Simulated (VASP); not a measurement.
# KCl in VASP: notebook, part 2 of 2

VASP 6.6.1. Earlier steps stand in the parts before.

### 3 Single point, HSE06 (strain along [111] -1.0%)

File POSCAR:

```
KCl
1.0
   -0.0233818855      3.4839009449      3.4839009449
    3.4839009449     -0.0233818855      3.4839009449
    3.4839009449      3.4839009449     -0.0233818855
K Cl
1 1
Direct
   -0.0007996140     -0.0007996140     -0.0007996140
    0.2507996140      0.2507996140      0.2507996140
```

File INCAR.step1:

```
PREC = Accurate
ENCUT = 520
EDIFF = 1E-5
ISMEAR = 0
SIGMA = 0.01
LREAL = F
LASPH = T
NELM = 60
ALGO = Normal
ISIF = 2
LWAVE = T
LCHARG = F
GGA = PE
NBANDS = 15
```

File INCAR.step2:

```
PREC = Accurate
ENCUT = 520
EDIFF = 1E-6
ISMEAR = 0
SIGMA = 0.01
LREAL = F
LASPH = T
NELM = 60
ALGO = Normal
ISIF = 2
LWAVE = F
LCHARG = F
GGA = PE
LHFCALC = T
HFSCREEN = 0.2079
PRECFOCK = Normal
ISTART = 1
NBANDS = 15
```

File KPOINTS:

```
Automatic mesh
0
Gamma
  4 4 4
```

Potentials or basis: VASP PAW PBE potentials, release 64 (K_sv, Cl).

Launch:

```
$ cat potpaw_PBE.64/K_sv/POTCAR potpaw_PBE.64/Cl/POTCAR > POTCAR
$ cp INCAR.step1 INCAR
$ mpirun -np 1 vasp_std > vasp.out
$ cp INCAR.step2 INCAR
$ mpirun -np 1 vasp_std > vasp.out
```

OUTCAR:

```text
PREC = Accurate
   ENCUT = 520
   EDIFF = 1E-6
   ISMEAR = 0
   LREAL = F
   LASPH = T
   NELM = 60
   ISIF = 2
   GGA = PE
   LHFCALC = T
   HFSCREEN = 0.2079
   PRECFOCK = Normal
   ISTART = 1

 ion  position               nearest neighbor table
   1  0.999  0.999  0.999-   2 3.03   2 3.03   2 3.03   2 3.03
   2  0.251  0.251  0.251-   1 3.03   1 3.03   1 3.03   1 3.03

  LATTYP: Found a trigonal (rhomboedric) cell.
 ALAT       =     4.9270354474
 COS(alpha) =     0.4932774813

  Lattice vectors:

 A1 = (  -0.0233818855,   3.4839009449,   3.4839009449)
 A2 = (   3.4839009449,  -0.0233818855,   3.4839009449)
 A3 = (   3.4839009449,   3.4839009449,  -0.0233818855)

Analysis of symmetry for initial positions (statically):
=====================================================================
 Subroutine PRICEL returns:
 Original cell was already a primitive cell.

 Routine SETGRP: Setting up the symmetry group for a
 trigonal (rhombohedral) supercell.

 Subroutine GETGRP returns: Found  6 space group operations
 (whereof  6 operations were pure point group operations)
 out of a pool of 12 trial point group operations.

The static configuration has the point symmetry C_3v.

Analysis of symmetry for dynamics (positions and initial velocities):
=====================================================================
 Subroutine PRICEL returns:
 Original cell was already a primitive cell.

 Routine SETGRP: Setting up the symmetry group for a
 trigonal (rhombohedral) supercell.

 Subroutine GETGRP returns: Found  6 space group operations
 (whereof  6 operations were pure point group operations)
 out of a pool of 12 trial point group operations.

The dynamic configuration has the point symmetry C_3v.

 Subroutine INISYM returns: Found  6 space group operations
 (whereof  6 operations are pure point group operations),
 and found     1 'primitive' translations

----------------------------------------------------------------------------------------

                                     Primitive cell

  volume of cell :      85.4235

  direct lattice vectors                    reciprocal lattice vectors
    -0.023381886  3.483900945  3.483900945    -0.142080500  0.143040503  0.143040503
     3.483900945 -0.023381886  3.483900945     0.143040503 -0.142080500  0.143040503
     3.483900945  3.483900945 -0.023381886     0.143040503  0.143040503 -0.142080500

  length of vectors
     4.927035447  4.927035447  4.927035447     0.247200404  0.247200404  0.247200404

  position of ions in fractional coordinates (direct lattice)
     0.999200386  0.999200386  0.999200386
     0.250799614  0.250799614  0.250799614

  ion indices of the primitive-cell ions
   primitive index   ion index
                 1           1
                 2           2

----------------------------------------------------------------------------------------

 KPOINTS: Automatic mesh

Automatic generation of k-mesh.
[... 40 lines left out ...]
   dimension x,y,z NGXF=    80 NGYF=   80 NGZF=   80
   ions per type =               1   1
   NGX,Y,Z   is equivalent  to a cutoff of  13.50, 13.50, 13.50 a.u.
   NGXF,Y,Z  is equivalent  to a cutoff of  26.99, 26.99, 26.99 a.u.
 SYSTEM =  unknown system
   PREC   = accura    normal or accurate (medium, high low for compatibility)
   ISTART =      1    job   : 0-new  1-cont  2-samecut
   ICHARG =      0    charge: 1-file 2-atom 10-const
   ISPIN  =      1    spin polarized calculation?
   LNONCOLLINEAR =      F non collinear calculations
   LSORBIT =      F    spin-orbit coupling
   LASPH  =      T    aspherical Exc in radial PAW
   ENCUT  =  520.0 eV  38.22 Ry    6.18 a.u.   9.16  9.16  9.16*2*pi/ulx,y,z
   NELM   =     60;   NELMIN=  2; NELMDL=  0     # of ELM steps
   EDIFF  = 0.1E-05   stopping-criterion for ELM
   LREAL  =      F    real-space projection
   EDIFFG = 0.1E-04   stopping-criterion for IOM
   NSW    =      0    number of steps for IOM
   IBRION =     -1    ionic relax: 0-MD 1-quasi-New 2-CG
   NFREE  =      0    steps in history (QN), initial steepest desc. (CG)
   ISIF   =      2    stress and relaxation
   ISYM   =      3    0-nonsym 1-usesym 2-fastsym
   POTIM  = 0.5000    time-step for ionic-motion
   TEBEG  =    0.0;   TEEND  =   0.0 temperature during run
   PSTRESS=    0.0 pullay stress
   NELECT =      16.0000    total number of electrons
   NUPDOWN=      -1.0000    fix difference up-down
   EMIN   =  10.00;   EMAX   =-10.00  energy-range for DOS
   EFERMI =   0.00;   METHOD = LEGACY
   ISMEAR =     0;   SIGMA  =   0.01  broadening in eV -4-tet -1-fermi 0-gaus
   EFERMI_NEDOS =   21; number of points for ismear=-14 and -15
   IALGO  =     38    algorithm
   IMIX   =      1    mixing-type and parameters
     AMIX     =   0.40;   BMIX     =  1.00
     AMIX_MAG =   1.60;   BMIX_MAG =  1.00
  volume/ion in A,a.u.               =      42.71       288.23
  Fermi-wavevector in a.u.,A,eV,Ry     =   0.936675  1.770059 11.937211  0.877360
  Thomas-Fermi vector in A             =   2.063709
   LORBIT       =      0    0 simple, 1 ext, 2 COOP (PROOUT), +10 PAW based schemes
   GGA     = PE    functional components
   LHFCALC =     T    Hartree Fock is set to
   PRECFOCK=normal    Normal, Fast or Accurate (Low or Medium for compatibility)
   ENCUT4O =  -1.0   cutoff for four orbital integrals eV
   NKREDX  =     1    reduce k-point grid by
   NKREDY  =     1    reduce k-point grid by
   NKREDZ  =     1    reduce k-point grid by
   AEXX    =    0.2500 exact exchange contribution
   HFSCREEN=    0.2079 screening length (either q_TF or 0.3 A-1)
   HFSCREENC=   0.2079 screening length for correlation (either q_TF or 0.3 A-1)
   ENCUTFOCK=  -1.0 apply spherical cutoff to Coloumb kernel
   IVDW    =     0    specifies the selected vdW correction
   LEPSILON=     F    determine dielectric tensor
   LRPA    =     F    only Hartree local field effects (RPA)
 non-spin polarized calculation
 Gauss-broadening in eV      SIGMA  =   0.01
  energy-cutoff  :      520.00
  volume of cell :       85.42
 maximum number of plane-waves:      2312
 NGX is ok and might be reduce to    40
  NGX = 28; NGY = 28; NGZ = 28

 number of electron      16.0000000 magnetization

 Free energy of the ion-electron system (eV)
  ---------------------------------------------------
  ext. energy  EPLUGINS =         0.00000000
  ---------------------------------------------------
  free energy    TOTEN  =        -7.66170217 eV

  energy without entropy =       -7.66170217  energy(sigma->0) =       -7.66170217

 E-fermi :  -4.0184     XC(G=0):  -5.1799

 val. band max:       -4.1613461552   @ k =   0.5000   0.5000  -0.0000
 cond. band min:       1.8759344959   @ k =   0.0000   0.0000   0.0000
 fundamental gap:      6.0372806511
 Fermi energy:        -4.0184025465

 k-point     1 :       0.0000    0.0000    0.0000
  band No.  band energies     occupation
      1     -33.4407      2.00000
      2     -17.0353      2.00000
      3     -15.5854      2.00000
      4     -15.5845      2.00000
      5     -15.5845      2.00000
      6      -4.2076      2.00000
      7      -4.2076      2.00000
      8      -4.1940      2.00000
      9       1.8759      0.00000
     10       6.8509      0.00000
     11       6.8509      0.00000
     12       7.8223      0.00000
     13       7.8501      0.00000
     14       7.8501      0.00000
[... 203 lines left out ...]
      2     -17.1911      2.00000
      3     -15.5970      2.00000
      4     -15.5970      2.00000
      5     -15.4091      2.00000
      6      -4.5107      2.00000
      7      -4.1811      2.00000
      8      -4.1811      2.00000
      9       4.4400      0.00000
     10       4.6396      0.00000
     11       6.2937      0.00000
     12       6.2937      0.00000
     13       8.0442      0.00000
     14       8.0442      0.00000
     15       8.7218      0.00000

------------------------ aborting loop because EDIFF is reached ----------------------------------------

  FORCE on cell =-STRESS in cart. coord.  units (eV):
  Direction    XX          YY          ZZ          XY          YZ          ZX
  --------------------------------------------------------------------------------------
  -------------------------------------------------------------------------------------
  Total        0.1588865      0.1588865      0.1588865      0.0094042      0.0094042      0.0094042
  in kB        2.9800257      2.9800257      2.9800257      0.1763828      0.1763828      0.1763828
  external PRESSURE =       2.9800257 kB  Pullay stress =       0.0000000 kB

 VOLUME and BASIS-vectors are now :
 -----------------------------------------------------------------------------
  energy-cutoff  :      520.00
  volume of cell :       85.42
      direct lattice vectors                 reciprocal lattice vectors
    -0.023381886  3.483900945  3.483900945    -0.142080500  0.143040503  0.143040503
     3.483900945 -0.023381886  3.483900945     0.143040503 -0.142080500  0.143040503
     3.483900945  3.483900945 -0.023381886     0.143040503  0.143040503 -0.142080500

 POSITION                                       TOTAL-FORCE (eV/Angst)
 -----------------------------------------------------------------------------------
      6.93887      6.93887      6.93887         0.000308      0.000308      0.000308
      1.74166      1.74166      1.74166        -0.000308     -0.000308     -0.000308
 -----------------------------------------------------------------------------------
    total drift:                               -0.000037     -0.000040     -0.000035

  FREE ENERGIE OF THE ION-ELECTRON SYSTEM (eV)
  ---------------------------------------------------
  free  energy   TOTEN  =        -7.6617021681 eV

  energy  without entropy=       -7.6617021681  energy(sigma->0) =       -7.66170217
```

It took 26 min on 1 thread of Intel Xeon 8259CL, shared host; peak memory 0.35 GiB.

Results:

```yaml
Free_energy: -7.6617 eV
Pressure: 0.3 GPa
Band_gap_on_the_k_mesh: 6.04 eV (least direct gap 6.07 eV)
```

Caveat: the cell differs from its parent crystal (strain along [111] -1.0%); the structure was generated, so it needn't be the stable form of KCl; the PAW data sets were made with another functional, which shifts forces and pressure a little. A k mesh can miss the band edges.
